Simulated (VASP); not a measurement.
Input of a VASP 6.6.1 run:

Contents of INCAR:

```
PREC = Accurate ; ENCUT = 520
EDIFF = 1E-7 ; ISMEAR = -1
SIGMA = 0.05 ; LREAL = F
LASPH = T ; NELM = 60
ALGO = Fast ; ISIF = 2
LWAVE = F ; LCHARG = F
NBANDS = 22
```

KPOINTS

```
Automatic mesh
0
Gamma
  6 6 9
```

POSCAR

```
Bi
1.0
    3.4651838851     -3.1115533531      0.0000000000
    3.4651838851      3.1115533531      0.0000000000
   -1.2517767921      0.0000000000      3.0926530616
Bi
2
Direct
    0.7530610000      0.7530610000      0.8573820000
    0.2469390000      0.2469390000      0.1426180000
```

Potentials or basis: VASP PAW LDA potentials, release 64 (Bi_d).

Launch:

```console
$ cat potpaw_LDA.64/Bi_d/POTCAR > POTCAR
$ mpirun -np 1 vasp_std > vasp.out
```

Task: Predict the largest force.

Result: 0.057 eV/Å.

Task: Estimate the band gap on the k mesh.

Result: Zero (band 15 reaches 9.94 eV, above the bottom of band 16 at 5.02 eV).

Task: Estimate the pressure.

Result: -2.7 GPa.

Forces on the atoms (eV/Å):
```
Bi   0.047  0.000  0.032
Bi  -0.047  0.000 -0.032
```

Caveat: spin-orbit coupling is left out, which moves the levels of the heavy elements.
